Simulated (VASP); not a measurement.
# Be16N in VASP: single point with PBE+D3(BJ)

Aim: the single point of Be16N with PBE+D3(BJ).

All numbers are computed with VASP 6.6.1; they aren't measurements. Logs are shortened: lines on timing, memory, paths and dates and some standing lists are left out, and cuts for length are marked.

## 1. The cell of the first run

The cell holds a slab with vacuum, 17 atoms: a = 4.580 Å, b = 4.580 Å, c = 17.383 Å, α = 90.00°, β = 90.00°, γ = 60.00°.

## 2. Single point, PBE+D3(BJ)

Input file INCAR:

```
PREC = Accurate
ENCUT = 520
EDIFF = 1E-6
ISMEAR = 0
SIGMA = 0.15
LREAL = Auto
LASPH = T
NELM = 100
ALGO = Normal
ISIF = 2
LWAVE = F
LCHARG = T
GGA = PE
IVDW = 12
LELF = T
LVHAR = T
NBANDS = 32
```

Input file KPOINTS:

```
regular mesh
0
Gamma
  6 6 1
```

Input file POSCAR:

```
Be16N
1.0
    4.5800000000      0.0000000000      0.0000000000
    2.2900000000      3.9663960000      0.0000000000
    0.0000000000      0.0000000000     17.3826450000
Be N
16 1
Direct
   -0.1666667000      0.3333333000      0.0575286000
    0.3333333000      0.3333333000      0.0575286000
   -0.1666667000      0.8333333000      0.0575286000
    0.3333333000      0.8333333000      0.0575286000
   -0.0022801457      0.0011439025      0.1597924243
    0.5010856891      0.0011669379      0.1597678153
   -0.0000648275      0.5000375384      0.1615819599
    0.5010856949      0.4977531300      0.1597710221
   -0.1654069173      0.3345848604      0.2625155726
    0.3306897140      0.3346749956      0.2625306754
   -0.1653936216      0.8308496714      0.2625191414
    0.3334571871      0.8332869419      0.2570641024
   -0.0004492883      0.0002011914      0.3669297717
    0.5001179781      0.0004549362      0.3668881268
   -0.0003454830      0.5001540618      0.3601392470
    0.5000530693      0.4994647373      0.3669054218
    0.3335442495      0.8332760357      0.4184388325
```

Potentials or basis: VASP PAW PBE potentials, release 64 (Be, N).

The run is started by

```console
$ cat potpaw_PBE.64/Be/POTCAR potpaw_PBE.64/N/POTCAR > POTCAR
$ mpirun -np 1 vasp_std > vasp.out
```

OUTCAR:

```text
PREC = Accurate
   ENCUT = 520
   EDIFF = 1E-6
   ISMEAR = 0
   LREAL = Auto
   LASPH = T
   NELM = 100
   ISIF = 2
   GGA = PE
   IVDW = 12
 IVDW          = 12

 ion  position               nearest neighbor table
   1  0.833  0.333  0.058-   8 2.21   5 2.21   7 2.24   3 2.29   3 2.29   4 2.29   4 2.29   2 2.29
                             2 2.29
   2  0.333  0.333  0.058-   6 2.21   8 2.21   7 2.24   4 2.29   3 2.29   4 2.29   3 2.29   1 2.29
                             1 2.29
   3  0.833  0.833  0.058-   6 2.21   5 2.21   7 2.24   1 2.29   1 2.29   2 2.29   2 2.29   4 2.29
                             4 2.29
   4  0.333  0.833  0.058-   6 2.22   8 2.22   5 2.22   2 2.29   1 2.29   2 2.29   1 2.29   3 2.29
                             3 2.29
   5  0.998  0.001  0.160-  12 2.15   1 2.21   3 2.21   4 2.22  11 2.22   9 2.22   8 2.27   6 2.27
                             7 2.29   7 2.29   6 2.31   8 2.31
   6  0.501  0.001  0.160-  12 2.15   2 2.21   3 2.21   4 2.22  11 2.22  10 2.22   8 2.27   5 2.27
                             7 2.29   7 2.29   5 2.31   8 2.31
   7  1.000  0.500  0.162-   9 2.19  11 2.19  10 2.19   3 2.24   1 2.24   2 2.24   6 2.29   8 2.29
                             5 2.29   5 2.29   8 2.29   6 2.29
   8  0.501  0.498  0.160-  12 2.15   2 2.21   1 2.21   4 2.22   9 2.22  10 2.22   6 2.27   5 2.27
                             7 2.29   7 2.29   5 2.31   6 2.31
   9  0.835  0.335  0.263-  15 2.14   7 2.19   5 2.22   8 2.22  13 2.25  16 2.25  10 2.27  11 2.27
                            12 2.29  12 2.29  11 2.31  10 2.31
  10  0.331  0.335  0.263-  15 2.15   7 2.19   8 2.22   6 2.22  14 2.25  16 2.25  11 2.27   9 2.27
                            12 2.29  12 2.29   9 2.31  11 2.31
  11  0.835  0.831  0.263-  15 2.14   7 2.19   5 2.22   6 2.22  14 2.25  13 2.25  10 2.27   9 2.27
                            12 2.29  12 2.29   9 2.31  10 2.31
  12  0.333  0.833  0.257-   6 2.15   8 2.15   5 2.15   9 2.29  11 2.29  10 2.29  10 2.29  11 2.29
                             9 2.29  14 2.32  16 2.32  13 2.32
  13  1.000  0.000  0.367-  17 1.60  11 2.25   9 2.25  14 2.29  16 2.29  16 2.29  15 2.29  15 2.29
                            14 2.29  12 2.32
  14  0.500  0.000  0.367-  17 1.60  10 2.25  11 2.25  16 2.29  13 2.29  15 2.29  13 2.29  15 2.29
                            16 2.29  12 2.32
  15  1.000  0.500  0.360-   9 2.14  11 2.14  10 2.15  14 2.29  16 2.29  13 2.29  13 2.29  16 2.29
                            14 2.29
  16  0.500  0.499  0.367-  17 1.60  10 2.25   9 2.25  14 2.29  13 2.29  15 2.29  13 2.29  15 2.29
                            14 2.29  12 2.32
  17  0.334  0.833  0.418-  14 1.60  16 1.60  13 1.60

  LATTYP: Found a hexagonal cell.
 ALAT       =     4.5799996975
 C/A-ratio  =     3.7953375869

  Lattice vectors:

 A1 = (  -2.2900000000,  -3.9663960000,   0.0000000000)
 A2 = (   4.5800000000,   0.0000000000,   0.0000000000)
 A3 = (   0.0000000000,   0.0000000000,  17.3826450000)

Analysis of symmetry for initial positions (statically):
=====================================================================
 Subroutine PRICEL returns:
 Original cell was already a primitive cell.

 Routine SETGRP: Setting up the symmetry group for a
 hexagonal supercell.

 Subroutine GETGRP returns: Found  1 space group operations
 (whereof  1 operations were pure point group operations)
 out of a pool of 24 trial point group operations.

The static configuration has the point symmetry C_1 .

Analysis of symmetry for dynamics (positions and initial velocities):
=====================================================================
 Subroutine PRICEL returns:
 Original cell was already a primitive cell.

 Routine SETGRP: Setting up the symmetry group for a
 hexagonal supercell.

 Subroutine GETGRP returns: Found  1 space group operations
 (whereof  1 operations were pure point group operations)
 out of a pool of 24 trial point group operations.

The dynamic configuration has the point symmetry C_1 .

 Subroutine INISYM returns: Found  1 space group operations
 (whereof  1 operations are pure point group operations),
 and found     1 'primitive' translations

----------------------------------------------------------------------------------------

                                     Primitive cell

  volume of cell :     315.7748

  direct lattice vectors                    reciprocal lattice vectors
     4.580000000  0.000000000  0.000000000     0.218340611 -0.126059022  0.000000000
[... 51 lines left out ...]
 generate k-points for:    6    6    1

 Generating k-lattice:

  Cartesian coordinates                     Fractional coordinates (reciprocal lattice)
     0.036390102 -0.021009837  0.000000000     0.166666667  0.000000000  0.000000000
     0.000000000  0.042019674  0.000000000     0.000000000  0.166666667  0.000000000
     0.000000000  0.000000000  0.057528644     0.000000000  0.000000000  1.000000000

  Length of vectors
     0.042019671  0.042019674  0.057528644

  Shift w.r.t. Gamma in fractional coordinates (k-lattice)
     0.000000000  0.000000000  0.000000000

 Subroutine IBZKPT returns following result:
 ===========================================

 Found     20 irreducible k-points:

 Following reciprocal coordinates:
            Coordinates               Weight
  0.000000  0.000000  0.000000      1.000000
  0.166667 -0.000000  0.000000      2.000000
  0.166667  0.166667  0.000000      2.000000
  0.000000  0.166667  0.000000      2.000000
  0.333333  0.000000  0.000000      2.000000
  0.333333  0.333333  0.000000      2.000000
[... 12 lines left out ...]
  0.500000 -0.333333  0.000000      2.000000
 -0.333333  0.333333  0.000000      2.000000
   k-points           NKPTS =     20   k-points in BZ     NKDIM =     20   number of bands    NBANDS=     32
   number of dos      NEDOS =    301   number of ions     NIONS =     17
   total plane-waves  NPLWV = 181440
   dimension x,y,z NGX =    36 NGY =   36 NGZ =  140
   dimension x,y,z NGXF=    72 NGYF=   72 NGZF=  280
   ions per type =              16   1
   NGX,Y,Z   is equivalent  to a cutoff of  13.07, 13.07, 13.39 a.u.
   NGXF,Y,Z  is equivalent  to a cutoff of  26.13, 26.13, 26.78 a.u.
 SYSTEM =  unknown system
   PREC   = accura    normal or accurate (medium, high low for compatibility)
   ISTART =      0    job   : 0-new  1-cont  2-samecut
   ICHARG =      2    charge: 1-file 2-atom 10-const
   ISPIN  =      1    spin polarized calculation?
   LNONCOLLINEAR =      F non collinear calculations
   LSORBIT =      F    spin-orbit coupling
   LASPH  =      T    aspherical Exc in radial PAW
   ENCUT  =  520.0 eV  38.22 Ry    6.18 a.u.   8.52  8.52 32.32*2*pi/ulx,y,z
   NELM   =    100;   NELMIN=  2; NELMDL= -5     # of ELM steps
   EDIFF  = 0.1E-05   stopping-criterion for ELM
   LREAL  =      T    real-space projection
   EDIFFG = 0.1E-04   stopping-criterion for IOM
   NSW    =      0    number of steps for IOM
   IBRION =     -1    ionic relax: 0-MD 1-quasi-New 2-CG
   NFREE  =      0    steps in history (QN), initial steepest desc. (CG)
   ISIF   =      2    stress and relaxation
   ISYM   =      2    0-nonsym 1-usesym 2-fastsym
   POTIM  = 0.5000    time-step for ionic-motion
   TEBEG  =    0.0;   TEEND  =   0.0 temperature during run
   PSTRESS=    0.0 pullay stress
   NELECT =      37.0000    total number of electrons
   NUPDOWN=      -1.0000    fix difference up-down
   EMIN   =  10.00;   EMAX   =-10.00  energy-range for DOS
   EFERMI =   0.00;   METHOD = LEGACY
   ISMEAR =     0;   SIGMA  =   0.15  broadening in eV -4-tet -1-fermi 0-gaus
   EFERMI_NEDOS =   21; number of points for ismear=-14 and -15
   IALGO  =     38    algorithm
   IMIX   =      4    mixing-type and parameters
     AMIX     =   0.40;   BMIX     =  1.00
     AMIX_MAG =   1.60;   BMIX_MAG =  1.00
  volume/ion in A,a.u.               =      18.57       125.35
  Fermi-wavevector in a.u.,A,eV,Ry     =   0.801093  1.513846  8.731539  0.641750
  Thomas-Fermi vector in A             =   1.908514
   LORBIT       =      0    0 simple, 1 ext, 2 COOP (PROOUT), +10 PAW based schemes
   GGA     = PE    functional components
   LHFCALC =     F    Hartree Fock is set to
   AEXX    =    0.0000 exact exchange contribution
   IVDW    =    12    specifies the selected vdW correction
   LEPSILON=     F    determine dielectric tensor
   LRPA    =     F    only Hartree local field effects (RPA)
 non-spin polarized calculation
 Gauss-broadening in eV      SIGMA  =   0.15
  energy-cutoff  :      520.00
  volume of cell :      315.77
 maximum number of plane-waves:      8615
 NGX is ok and might be reduce to    36
   NGX = 17   NGY = 17   NGZ = 65

 number of electron      36.9999999 magnetization

 Free energy of the ion-electron system (eV)
  ---------------------------------------------------
  ext. energy  EPLUGINS =         0.00000000
  ---------------------------------------------------
  free energy    TOTEN  =       -64.46468974 eV

  energy without entropy =      -64.40811998  energy(sigma->0) =      -64.43640486

 E-fermi :  -0.5027     XC(G=0):  -5.5922

 val. band max:       -0.5281275916   @ k =   0.1667   0.3333   0.0000
 cond. band min:      -0.4747412163   @ k =   0.3333   0.0000   0.0000
 fundamental gap:      0.0533863753
 Fermi energy:        -0.5027042392

 k-point     1 :       0.0000    0.0000    0.0000
  band No.  band energies     occupation
      1     -14.8419      2.00000
      2     -10.5722      2.00000
      3      -8.9590      2.00000
      4      -6.7239      2.00000
      5      -4.8138      2.00000
      6      -4.8120      2.00000
[... 649 lines left out ...]
     29       6.1742      0.00000
     30       6.2870      0.00000
 [bands above 30 left out]

------------------------ aborting loop because EDIFF is reached ----------------------------------------

 Edisp (eV)   -4.21825

 E8    (eV) :    -1.5126

  FORCE on cell =-STRESS in cart. coord.  units (eV):
  Direction    XX          YY          ZZ          XY          YZ          ZX
  --------------------------------------------------------------------------------------
  -------------------------------------------------------------------------------------
  Total      -8.95383    -8.93907     0.06983     0.01809    -0.00272     0.00428
  in kB     -45.42990   -45.35503     0.35429     0.09179    -0.01381     0.02173
  external pressure =      -30.14 kB  Pullay stress =        0.00 kB

 VOLUME and BASIS-vectors are now :
 -----------------------------------------------------------------------------
  energy-cutoff  :      520.00
  volume of cell :      315.77
      direct lattice vectors                 reciprocal lattice vectors
     4.580000000  0.000000000  0.000000000     0.218340611 -0.126059022  0.000000000
     2.290000000  3.966396000  0.000000000     0.000000000  0.252118044  0.000000000
     0.000000000  0.000000000 17.382645000     0.000000000  0.000000000  0.057528644

 POSITION                                       TOTAL-FORCE (eV/Angst)
 -----------------------------------------------------------------------------------
      4.58000      1.32213      1.00000         0.084629      0.048065      0.026310
      2.29000      1.32213      1.00000        -0.085212      0.049473      0.026076
      5.72500      3.30533      1.00000         0.000936     -0.097346      0.026336
      3.43500      3.30533      1.00000        -0.001165      0.000518     -0.106944
      4.57218      0.00454      2.77761         0.000511     -0.000250     -0.000020
      2.29764      0.00463      2.77719         0.000355     -0.000198      0.002667
[... 9 lines left out ...]
      3.43402      1.98107      6.37779         0.002223     -0.035035     -0.007696
      3.43583      3.30510      7.27357        -0.001173      0.000550      0.024800
 -----------------------------------------------------------------------------------
    total drift:                                0.000146      0.000018     -0.001705

  FREE ENERGIE OF THE ION-ELECTRON SYSTEM (eV)
  ---------------------------------------------------
  free  energy   TOTEN  =       -68.6829365508 eV

  energy  without entropy=      -68.6263668004  energy(sigma->0) =      -68.65465168
```

Wall time 18 min (1 thread of AMD EPYC, shared host); peak memory 0.45 GiB.

Results:

- Free energy: -68.6829 eV
- Largest force: 0.107 eV/Å
- Dispersion energy per atom: -0.248 eV

Forces in eV/Å, atoms in the order of the input:
```
Be   0.085  0.048  0.026
Be  -0.085  0.049  0.026
Be   0.001 -0.097  0.026
Be  -0.001  0.001 -0.107
Be   0.001  0.000  0.000
Be   0.000  0.000  0.003
Be   0.000  0.000  0.006
Be   0.000  0.000  0.002
Be  -0.009 -0.004 -0.008
Be   0.008 -0.005 -0.009
Be  -0.001  0.010 -0.009
Be  -0.002  0.001  0.015
Be  -0.030  0.018 -0.008
Be   0.031  0.017 -0.007
Be   0.001 -0.001  0.026
Be   0.002 -0.035 -0.008
N   -0.001  0.001  0.025
```

Levels at points of the mesh, in eV from the Fermi level:
```tsv
k point	band 15	band 16	band 17	band 18	band 19	band 20	band 21	band 22
(0.00, 0.00, 0.00)	-1.83	-1.83	-1.77	-1.37	-1.36	-0.54	1.88	2.68
(0.50, 0.00, 0.00)	-1.06	-0.83	-0.61	0.03	0.75	1.14	1.44	2.76
(0.50, 0.50, 0.00)	-1.06	-0.83	-0.62	0.03	0.75	1.14	1.44	2.76
(0.00, 0.50, 0.00)	-1.06	-0.83	-0.62	0.03	0.75	1.14	1.44	2.76
```
